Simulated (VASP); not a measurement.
# Ta2N3: single point with r2SCAN

The system is Ta2N3, a slab with vacuum.

```
CELL_PARAMETERS angstrom
5.19963 0.00000 0.00000
-2.59981 4.50301 0.00000
0.00000 0.00000 17.91036
ATOMIC_POSITIONS crystal
Ta 0.00000 0.00000 0.41875
Ta 0.33333 0.66667 0.50000
Ta 0.66667 0.33333 0.50000
Ta 0.00000 0.00000 0.58125
N 0.00000 0.39241 0.41875
N 0.39241 0.00000 0.41875
N 0.60759 0.60759 0.41875
N 0.00000 0.39241 0.58125
N 0.39241 0.00000 0.58125
N 0.60759 0.60759 0.58125
```

This cell differs from its parent crystal: atoms taken out.

- Program: VASP 6.6.1
- Task: single point
- Functional: r2SCAN
- Potentials or basis: VASP PAW PBE potentials, release 64 (Ta_pv, N)
- Cutoff: 520 eV
- k mesh: 9 × 9 × 1
- Occupations: gaussian, width 0.1 eV
- Spin: no spin polarisation
- Dipole correction: yes
- Further INCAR settings: ALGO = Normal; EDIFF = 1e-06; NBANDS = 48

The largest force is 3.445 eV/Å and the band gap on the k mesh is zero (bands 37 and 38 overlap by 0.05 eV).

Forces in eV/Å, atoms in the order of the input:
```
Ta   0.000  0.000 -1.028
Ta   0.000  0.000  0.000
Ta   0.000  0.000  0.000
Ta   0.000  0.000  1.028
N    1.139 -1.972  2.585
N   -2.277  0.000  2.585
N    1.139  1.972  2.585
N    1.139 -1.972 -2.585
N   -2.277  0.000 -2.585
N    1.139  1.972 -2.585
```

Levels at points of the mesh, in eV from the Fermi level:
```
           k point  band 34  band 35  band 36  band 37  band 38  band 39  band 40  band 41
(0.00, 0.00, 0.00)    -0.90    -0.79    -0.61    -0.61     1.15     1.15     3.09     3.25
```

Wall time 56 min on 1 thread of Oxide Virtual Turin-like Processor (shared host), peak memory 0.63 GiB.

Caveat: the cell differs from its parent crystal (atoms taken out); the PAW data sets were made with another functional, which shifts forces and pressure a little; spin-orbit coupling is left out, which moves the levels of the heavy elements.
